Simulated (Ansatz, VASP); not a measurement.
One calculation of Na, two programs

```
Na
1.0
    -4.44112    4.44965    1.83666
     4.44965   -4.44112    1.83666
     2.32748    2.32748   -1.82104
Na
2
Direct
  0.00015 0.99985 0.00000
  0.74985 0.25015 0.50000
```

Alike in both runs: task single point; functional PBEsol; k mesh 12 × 12 × 11; occupations fermi-dirac, width 0.1 eV; no spin polarisation.

```csv
,VASP,Ansatz
version,VASP 6.6.1,Ansatz 0.2.0
potentials or method,"VASP PAW PBE potentials, release 64 (Na_pv), cutoff 520 eV","plane waves (420 eV) with PAW, scalar-relativistic"
valence electrons in the cell,14,18
```

|  | VASP | Ansatz | Ansatz less VASP |
| --- | --- | --- | --- |
| pressure (GPa) | -0.3 | -0.3 | -0.04 |
| traceless stress, the component that is largest in VASP (GPa) | 0.09 | 0.09 | 0.000 |

VASP's potentials were made for PBE, not for PBEsol, and Ansatz warns of the same on its side. With one functional, cell and mesh, what is left measures potentials, basis and numerics. VASP's potentials hold 14 valence electrons a cell and Ansatz's 18, so a difference there can come from the potentials and not from the codes.
